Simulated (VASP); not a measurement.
# TeRu (P4_2/mmc) in VASP: further runs

TeRu is run at these levels: PBEsol+U; tasks: single point.

Program: VASP 6.6.1. These are calculated values, not measurements. Logs are shortened: lines on timing, memory, paths and dates and some standing lists are left out, and cuts for length are marked.

### Step 1. The cell of the first run

It takes space group P4_2/mmc (No. 131, tetragonal). Conventional cell: a = 4.579 Å, b = 4.579 Å, c = 5.701 Å, α = 90.00°, β = 90.00°, γ = 90.00°. Ru (site symmetry mmm) has 4 Te at 2.70 Å within 3.6 Å. Within 3.6 Å of Te (site symmetry -4m2) lie 4 Ru at 2.70 Å and 2 Te at 2.85 Å.

### Step 2. Single point, PBEsol+U, collinear spin, ferromagnetic start

The input, INCAR:

```
SYSTEM = TeRu
PREC = Accurate
ENCUT = 520
EDIFF = 1E-6
ISMEAR = 0
SIGMA = 0.05
LREAL = .FALSE.
LASPH = .TRUE.
NELM = 150
ALGO = Normal
ISIF = 2
LWAVE = .FALSE.
LCHARG = .FALSE.
ISPIN = 2
MAGMOM = 4 4 0 0
LORBIT = 11
LMAXMIX = 4
LDAU = .TRUE.
LDAUTYPE = 2
LDAUL = 2 -1
LDAUU = 7 0
LDAUJ = 0 0
LDAUPRINT = 1
GGA = PS
NBANDS = 32
```

The input, KPOINTS:

```
Automatic mesh
0
G
  4 4 4
  0 0 0
```

The input, POSCAR:

```
TeRu
1.0
    4.5788006000      0.0000000000      0.0000000000
    0.0000000000      4.5788006000      0.0000000000
    0.0000000000      0.0000000000      5.7006174700
Ru Te
2 2
Direct
    0.0000000000      0.5000000000      0.0000000000
    0.5000000000      0.0000000000      0.5000000000
    0.0000000000      0.0000000000      0.2500000000
    0.0000000000      0.0000000000      0.7500000000
```

Potentials or basis: VASP PAW PBE potentials, release 64 (Ru_pv, Te).

Run with:

```
> cat potpaw_PBE.64/Ru_pv/POTCAR potpaw_PBE.64/Te/POTCAR > POTCAR
> mpirun -np 1 vasp_std > vasp.out
```

OUTCAR:

```text
SYSTEM = TeRu
   PREC = Accurate
   ENCUT = 520
   EDIFF = 1E-6
   ISMEAR = 0
   LREAL = .FALSE.
   LASPH = .TRUE.
   NELM = 150
   ISIF = 2
   ISPIN = 2
   LORBIT = 11
   GGA = PS

 ion  position               nearest neighbor table
   1  0.000  0.500  0.000-   3 2.70   4 2.70   3 2.70   4 2.70
   2  0.500  0.000  0.500-   3 2.70   4 2.70   3 2.70   4 2.70
   3  0.000  0.000  0.250-   1 2.70   2 2.70   1 2.70   2 2.70   4 2.85   4 2.85
   4  0.000  0.000  0.750-   1 2.70   2 2.70   1 2.70   2 2.70   3 2.85   3 2.85

  LATTYP: Found a simple tetragonal cell.
 ALAT       =     4.5788006000
 C/A-ratio  =     1.2450023419

  Lattice vectors:

 A1 = (   4.5788006000,   0.0000000000,   0.0000000000)
 A2 = (   0.0000000000,   4.5788006000,   0.0000000000)
 A3 = (   0.0000000000,   0.0000000000,   5.7006174700)

Analysis of symmetry for initial positions (statically):
=====================================================================
 Subroutine PRICEL returns:
 Original cell was already a primitive cell.

 Routine SETGRP: Setting up the symmetry group for a
 simple tetragonal supercell.

 Subroutine GETGRP returns: Found 16 space group operations
 (whereof  8 operations were pure point group operations)
 out of a pool of 16 trial point group operations.

The static configuration has the point symmetry D_2h.
 The point group associated with its full space group is D_4h.

Analysis of symmetry for dynamics (positions and initial velocities):
=====================================================================
 Subroutine PRICEL returns:
 Original cell was already a primitive cell.

 Routine SETGRP: Setting up the symmetry group for a
 simple tetragonal supercell.

 Subroutine GETGRP returns: Found 16 space group operations
 (whereof  8 operations were pure point group operations)
 out of a pool of 16 trial point group operations.

The dynamic configuration has the point symmetry D_2h.
 The point group associated with its full space group is D_4h.

Analysis of structural, dynamic, and magnetic symmetry:
=====================================================================
 Subroutine PRICEL returns:
 Original cell was already a primitive cell.

 Routine SETGRP: Setting up the symmetry group for a
 simple tetragonal supercell.

 Subroutine GETGRP returns: Found 16 space group operations
 (whereof  8 operations were pure point group operations)
 out of a pool of 16 trial point group operations.

The overall configuration has the point symmetry D_2h.
 The point group associated with its full space group is D_4h.

 Subroutine INISYM returns: Found 16 space group operations
 (whereof  8 operations are pure point group operations),
 and found     1 'primitive' translations

----------------------------------------------------------------------------------------

                                     Primitive cell

  volume of cell :     119.5158

  direct lattice vectors                    reciprocal lattice vectors
     4.578800600  0.000000000  0.000000000     0.218397805  0.000000000  0.000000000
     0.000000000  4.578800600  0.000000000     0.000000000  0.218397805  0.000000000
     0.000000000  0.000000000  5.700617470     0.000000000  0.000000000  0.175419594

  length of vectors
     4.578800600  4.578800600  5.700617470     0.218397805  0.218397805  0.175419594

  position of ions in fractional coordinates (direct lattice)
     0.000000000  0.500000000  0.000000000
     0.500000000  0.000000000  0.500000000
     0.000000000  0.000000000  0.250000000
     0.000000000  0.000000000  0.750000000

  ion indices of the primitive-cell ions
   primitive index   ion index
                 1           1
                 2           2
                 3           3
                 4           4

----------------------------------------------------------------------------------------

 KPOINTS: Automatic mesh

Automatic generation of k-mesh.
 Grid dimensions read from file:
 generate k-points for:    4    4    4

 Generating k-lattice:

  Cartesian coordinates                     Fractional coordinates (reciprocal lattice)
     0.054599451  0.000000000  0.000000000     0.250000000  0.000000000  0.000000000
     0.000000000  0.054599451  0.000000000     0.000000000  0.250000000  0.000000000
[... 84 lines left out ...]
   LEPSILON=     F    determine dielectric tensor
   LRPA    =     F    only Hartree local field effects (RPA)
 spin polarized calculation
 Gauss-broadening in eV      SIGMA  =   0.05
  energy-cutoff  :      520.00
  volume of cell :      119.52
 maximum number of plane-waves:      3234
 NGX is ok and might be reduce to    36
   NGX = 17   NGY = 17   NGZ = 21

atom =   1  type =  1  l = 2

 onsite density matrix

spin component  1

  0.8695  0.0000  0.0000  0.0000  0.0000
  0.0000  0.8114  0.0000  0.0000  0.0000
  0.0000  0.0000  0.8657  0.0000 -0.0187
  0.0000  0.0000  0.0000  0.8955  0.0000
  0.0000  0.0000 -0.0187  0.0000  0.8594

spin component  2

  0.8499  0.0000 -0.0000  0.0000 -0.0000
  0.0000  0.1954  0.0000  0.0000  0.0000
 -0.0000  0.0000  0.7887  0.0000  0.1733
  0.0000  0.0000  0.0000  0.0114  0.0000
 -0.0000  0.0000  0.1733  0.0000  0.0814

 occupancies and eigenvectors

  o =  0.0114  v =  0.0000  0.0000  0.0000  0.0000  0.0000  0.0000 -0.0000 -0.0000 -1.0000  0.0000      0.0000  0.0000  0.0000  0.0000  0.0000  0.0000  0.0000  0.0000  0.0000  0.0000
  o =  0.0412  v =  0.0000  0.0000  0.0000  0.0000  0.0000  0.0000  0.0000  0.2258 -0.0000 -0.9742      0.0000  0.0000  0.0000  0.0000  0.0000  0.0000  0.0000  0.0000  0.0000  0.0000
  o =  0.1954  v =  0.0000  0.0000  0.0000  0.0000  0.0000  0.0000 -1.0000  0.0000  0.0000 -0.0000      0.0000  0.0000  0.0000  0.0000  0.0000  0.0000  0.0000  0.0000  0.0000  0.0000
  o =  0.8114  v =  0.0000 -1.0000 -0.0000 -0.0000  0.0000  0.0000  0.0000  0.0000  0.0000  0.0000      0.0000  0.0000  0.0000  0.0000  0.0000  0.0000  0.0000  0.0000  0.0000  0.0000
  o =  0.8289  v =  0.0000  0.0000  0.0000  0.0000  0.0000  0.0000  0.0000 -0.9742 -0.0000 -0.2258      0.0000  0.0000  0.0000  0.0000  0.0000  0.0000  0.0000  0.0000  0.0000  0.0000
  o =  0.8436  v =  0.0000  0.0000 -0.6457  0.0000 -0.7636  0.0000  0.0000  0.0000  0.0000  0.0000      0.0000  0.0000  0.0000  0.0000  0.0000  0.0000  0.0000  0.0000  0.0000  0.0000
  o =  0.8499  v =  0.0000  0.0000  0.0000  0.0000  0.0000  1.0000  0.0000  0.0000  0.0000  0.0000      0.0000  0.0000  0.0000  0.0000  0.0000  0.0000  0.0000  0.0000  0.0000  0.0000
  o =  0.8695  v =  1.0000  0.0000  0.0000  0.0000  0.0000  0.0000  0.0000  0.0000  0.0000  0.0000      0.0000  0.0000  0.0000  0.0000  0.0000  0.0000  0.0000  0.0000  0.0000  0.0000
  o =  0.8815  v =  0.0000 -0.0000  0.7636  0.0000 -0.6457  0.0000  0.0000  0.0000  0.0000  0.0000      0.0000  0.0000  0.0000  0.0000  0.0000  0.0000  0.0000  0.0000  0.0000  0.0000
  o =  0.8955  v =  0.0000  0.0000  0.0000 -1.0000 -0.0000  0.0000  0.0000  0.0000  0.0000  0.0000      0.0000  0.0000  0.0000  0.0000  0.0000  0.0000  0.0000  0.0000  0.0000  0.0000

atom =   2  type =  1  l = 2

 onsite density matrix

spin component  1

  0.8695  0.0000  0.0000  0.0000 -0.0000
  0.0000  0.8955  0.0000  0.0000  0.0000
  0.0000  0.0000  0.8657  0.0000  0.0187
  0.0000  0.0000  0.0000  0.8114  0.0000
 -0.0000  0.0000  0.0187  0.0000  0.8594

spin component  2

  0.8499  0.0000 -0.0000  0.0000 -0.0000
  0.0000  0.0114  0.0000  0.0000  0.0000
 -0.0000  0.0000  0.7887  0.0000 -0.1733
  0.0000  0.0000  0.0000  0.1954  0.0000
 -0.0000  0.0000 -0.1733  0.0000  0.0814

 occupancies and eigenvectors

  o =  0.0114  v =  0.0000  0.0000  0.0000  0.0000  0.0000  0.0000  1.0000  0.0000  0.0000  0.0000      0.0000  0.0000  0.0000  0.0000  0.0000  0.0000  0.0000  0.0000  0.0000  0.0000
  o =  0.0412  v =  0.0000  0.0000  0.0000  0.0000  0.0000  0.0000  0.0000 -0.2258  0.0000 -0.9742      0.0000  0.0000  0.0000  0.0000  0.0000  0.0000  0.0000  0.0000  0.0000  0.0000
  o =  0.1954  v =  0.0000  0.0000  0.0000  0.0000  0.0000  0.0000  0.0000  0.0000  1.0000  0.0000      0.0000  0.0000  0.0000  0.0000  0.0000  0.0000  0.0000  0.0000  0.0000  0.0000
  o =  0.8114  v =  0.0000  0.0000  0.0000  1.0000  0.0000  0.0000  0.0000  0.0000  0.0000  0.0000      0.0000  0.0000  0.0000  0.0000  0.0000  0.0000  0.0000  0.0000  0.0000  0.0000
  o =  0.8289  v =  0.0000  0.0000  0.0000  0.0000  0.0000  0.0000 -0.0000 -0.9742  0.0000  0.2258      0.0000  0.0000  0.0000  0.0000  0.0000  0.0000  0.0000  0.0000  0.0000  0.0000
  o =  0.8436  v =  0.0000 -0.0000  0.6457  0.0000 -0.7636  0.0000  0.0000  0.0000  0.0000  0.0000      0.0000  0.0000  0.0000  0.0000  0.0000  0.0000  0.0000  0.0000  0.0000  0.0000
  o =  0.8499  v =  0.0000  0.0000  0.0000  0.0000  0.0000  1.0000  0.0000  0.0000  0.0000  0.0000      0.0000  0.0000  0.0000  0.0000  0.0000  0.0000  0.0000  0.0000  0.0000  0.0000
  o =  0.8695  v =  1.0000  0.0000  0.0000  0.0000  0.0000  0.0000  0.0000  0.0000  0.0000  0.0000      0.0000  0.0000  0.0000  0.0000  0.0000  0.0000  0.0000  0.0000  0.0000  0.0000
  o =  0.8815  v =  0.0000 -0.0000 -0.7636  0.0000 -0.6457  0.0000  0.0000  0.0000  0.0000  0.0000      0.0000  0.0000  0.0000  0.0000  0.0000  0.0000  0.0000  0.0000  0.0000  0.0000
  o =  0.8955  v =  0.0000  1.0000 -0.0000  0.0000 -0.0000  0.0000  0.0000  0.0000  0.0000  0.0000      0.0000  0.0000  0.0000  0.0000  0.0000  0.0000  0.0000  0.0000  0.0000  0.0000

 number of electron      40.0000020 magnetization       5.2659754

 Free energy of the ion-electron system (eV)
  ---------------------------------------------------
  ext. energy  EPLUGINS =         0.00000000
  ---------------------------------------------------
  free energy    TOTEN  =       -11.60640611 eV

  energy without entropy =      -11.60354913  energy(sigma->0) =      -11.60497762

 E-fermi :   6.0372     XC(G=0):  -9.2587

 val. band max:        6.0345961072   @ k =   0.5000   0.2500   0.0000
 cond. band min:       6.0546544188   @ k =   0.5000   0.2500   0.2500
 fundamental gap:      0.0200583116
 Fermi energy:         6.0372079784

 spin component 1

 k-point     1 :       0.0000    0.0000    0.0000
  band No.  band energies     occupation
      1     -37.3695      1.00000
      2     -37.3695      1.00000
      3     -37.0824      1.00000
      4     -37.0767      1.00000
      5     -36.8214      1.00000
      6     -36.8214      1.00000
[... 619 lines left out ...]
     31      14.7316      0.00000
     32      14.7316      0.00000
 Fermi energy:         6.0372079784

 spin component 2

 k-point     1 :       0.0000    0.0000    0.0000
  band No.  band energies     occupation
      1     -35.3386      1.00000
      2     -35.3384      1.00000
      3     -35.3317      1.00000
      4     -35.3312      1.00000
      5     -35.3055      1.00000
      6     -35.2991      1.00000
[... 619 lines left out ...]
     31      15.1719      0.00000
     32      15.1719      0.00000

------------------------ aborting loop because EDIFF is reached ----------------------------------------

  FORCE on cell =-STRESS in cart. coord.  units (eV):
  Direction    XX          YY          ZZ          XY          YZ          ZX
  --------------------------------------------------------------------------------------
  -------------------------------------------------------------------------------------
  Total        2.1619913      2.1619913     13.4383625      0.0000000      0.0000000      0.0000000
  in kB       28.9827208     28.9827208    180.1488833      0.0000000      0.0000000      0.0000000
  external PRESSURE =      79.3714417 kB  Pullay stress =       0.0000000 kB

 VOLUME and BASIS-vectors are now :
 -----------------------------------------------------------------------------
  energy-cutoff  :      520.00
  volume of cell :      119.52
      direct lattice vectors                 reciprocal lattice vectors
     4.578800600  0.000000000  0.000000000     0.218397805  0.000000000  0.000000000
     0.000000000  4.578800600  0.000000000     0.000000000  0.218397805  0.000000000
     0.000000000  0.000000000  5.700617470     0.000000000  0.000000000  0.175419594

 POSITION                                       TOTAL-FORCE (eV/Angst)
 -----------------------------------------------------------------------------------
      0.00000      2.28940      0.00000        -0.000000     -0.000000      0.000000
      2.28940      0.00000      2.85031        -0.000000     -0.000000      0.000000
      0.00000      0.00000      1.42515         0.000000      0.000000     -0.000000
      0.00000      0.00000      4.27546        -0.000000      0.000000     -0.000000
 -----------------------------------------------------------------------------------
    total drift:                                0.000000      0.000000      0.000000

  FREE ENERGIE OF THE ION-ELECTRON SYSTEM (eV)
  ---------------------------------------------------
  free  energy   TOTEN  =       -11.6064061092 eV

  energy  without entropy=      -11.6035491327  energy(sigma->0) =      -11.60497762

 total charge

# of ion       s       p       d       tot
------------------------------------------
    1        0.252   6.132   6.182  12.566
    2        0.252   6.132   6.182  12.566
    3        1.380   2.020   0.085   3.485
    4        1.380   2.020   0.085   3.485
--------------------------------------------------
tot          3.264  16.306  12.532  32.102

 magnetization (x)

# of ion       s       p       d       tot
------------------------------------------
    1        0.036   0.024   2.361   2.421
    2        0.036   0.024   2.361   2.421
    3        0.015  -0.082   0.008  -0.059
    4        0.015  -0.082   0.008  -0.059
--------------------------------------------------
tot          0.101  -0.117   4.739   4.723
```

Run time: 2.3 min. Hardware: 1 thread of Intel Xeon 6975P-C (Granite Rapids), shared host; peak memory 0.32 GiB.

Results:

* Free energy: -11.6064 eV
* Pressure: 7.9 GPa
* Net moment: 5.27 μB per cell
* Site moments: Ru +2.42; Te -0.06 μB
* Valence electrons inside the program's atomic spheres: Ru 12.57; Te 3.48

Eigenvalues of the final occupation matrices:
| site | spin | trace | eigenvalues |
| --- | --- | --- | --- |
| site 1 d | 1 | 4.30 | 0.81 0.84 0.87 0.88 0.90 |
| site 1 d | 2 | 1.93 | 0.01 0.04 0.20 0.83 0.85 |
| site 2 d | 1 | 4.30 | 0.81 0.84 0.87 0.88 0.90 |
| site 2 d | 2 | 1.93 | 0.01 0.04 0.20 0.83 0.85 |

Caveat: the stress differs along the axes, from 3 to 18 GPa; the PAW data sets were made with another functional, which shifts forces and pressure a little; spin-orbit coupling is left out, which moves the levels of the heavy elements; the U is typed as a test and isn't derived for this compound.

### Step 3. Single point, PBEsol+U, collinear spin, antiferromagnetic start

The input, INCAR:

```
SYSTEM = TeRu
ALGO = Normal ; EDIFF = 1E-7
ENCUT = 520 ; GGA = PS
ISIF = 2 ; ISMEAR = 0
ISPIN = 2 ; LASPH = .True.
LCHARG = .False. ; LDAU = .True.
LDAUJ = 0 0 ; LDAUL = 2 -1
LDAUPRINT = 1 ; LDAUTYPE = 2
LDAUU = 7 0 ; LMAXMIX = 4
LORBIT = 11 ; LREAL = .False.
LWAVE = .False. ; MAGMOM = 2.12 -2.12 0 0
NBANDS = 32 ; NELM = 150
PREC = Accurate ; SIGMA = 0.05
```

The input, KPOINTS:

```
k-points
0
Gamma
  4 4 4
  0 0 0
```

POSCAR is that of step 2.

Potentials or basis: VASP PAW PBE potentials, release 64 (Ru_pv, Te).

Run with:

```
> cat potpaw_PBE.64/Ru_pv/POTCAR potpaw_PBE.64/Te/POTCAR > POTCAR
> mpirun -np 1 vasp_std > vasp.out
```

Run time: 95 s. Hardware: 1 thread of Intel Xeon 6975P-C (Granite Rapids), shared host; peak memory 0.31 GiB.

The run converged. Its results:

| Property | Result |
| --- | --- |
| Free energy | -11.7721 eV |
| Pressure | 6.8 GPa |
| Band gap on the k mesh | zero (filled and empty bands overlap) |
| Net moment | 0.00 μB per cell |
| Site moments | Ru +2.40, -2.40; Te +0.00 μB |
| Valence electrons inside the program's atomic spheres | Ru 12.55; Te 3.48 |

Stress tensor (GPa, compression positive):
```
 1.56  0.00  0.00
 0.00  1.56  0.00
 0.00  0.00 17.33
```

Levels at points of the mesh, in eV from the Fermi level:
Spin up:
| k point | band 17 | band 18 | band 19 | band 20 | band 21 | band 22 | band 23 | band 24 |
| --- | --- | --- | --- | --- | --- | --- | --- | --- |
| (0.00, 0.00, 0.00) | -3.11 | -2.68 | -2.22 | -0.05 | 1.02 | 2.60 | 3.00 | 3.76 |
| (0.50, 0.00, 0.00) | -3.25 | -1.95 | -1.75 | 0.83 | 0.95 | 1.93 | 1.94 | 2.23 |
| (0.50, 0.50, 0.00) | -3.08 | -2.37 | -2.28 | -2.23 | -0.16 | 1.58 | 1.82 | 2.58 |
| (0.00, 0.00, 0.50) | -2.98 | -2.44 | -1.20 | -0.82 | -0.32 | 0.14 | 1.48 | 2.50 |
| (0.50, 0.00, 0.50) | -3.06 | -2.69 | -2.05 | -1.65 | 1.14 | 1.26 | 2.20 | 2.65 |
| (0.50, 0.50, 0.50) | -3.09 | -2.74 | -2.24 | -1.54 | -0.18 | 0.14 | 1.75 | 2.66 |
Spin down:
```csv
k point,band 18,band 19,band 20,band 21,band 22,band 23
"(0.00, 0.00, 0.00)",-2.68,-2.22,-0.05,1.02,2.60,3.00
"(0.50, 0.00, 0.00)",-2.70,-2.53,-2.38,1.94,2.18,2.82
"(0.50, 0.50, 0.00)",-2.37,-2.28,-2.23,-0.16,1.58,1.82
"(0.00, 0.00, 0.50)",-2.44,-1.20,-0.82,-0.32,0.14,1.48
"(0.50, 0.00, 0.50)",-2.67,-2.60,-2.05,0.50,2.53,2.56
"(0.50, 0.50, 0.50)",-2.74,-2.24,-1.54,-0.18,0.14,1.75
```

Eigenvalues of the final occupation matrices:
| site | spin | trace | eigenvalues |
| --- | --- | --- | --- |
| site 1 d | 1 | 4.29 | 0.79 0.85 0.87 0.88 0.90 |
| site 1 d | 2 | 1.92 | 0.02 0.04 0.20 0.83 0.84 |
| site 2 d | 1 | 1.92 | 0.02 0.04 0.20 0.83 0.84 |
| site 2 d | 2 | 4.29 | 0.79 0.85 0.87 0.88 0.90 |

Caveat: the stress differs along the axes, from 2 to 17 GPa; the antiferromagnetic order is the one typed at the start, and another may lie lower; the PAW data sets were made with another functional, which shifts forces and pressure a little; spin-orbit coupling is left out, which moves the levels of the heavy elements; the U is typed as a test and isn't derived for this compound. The state reached can hang on the start; a lower one may exist.

The gap in the log of VASP goes by the Fermi energy; the results here count the filled bands.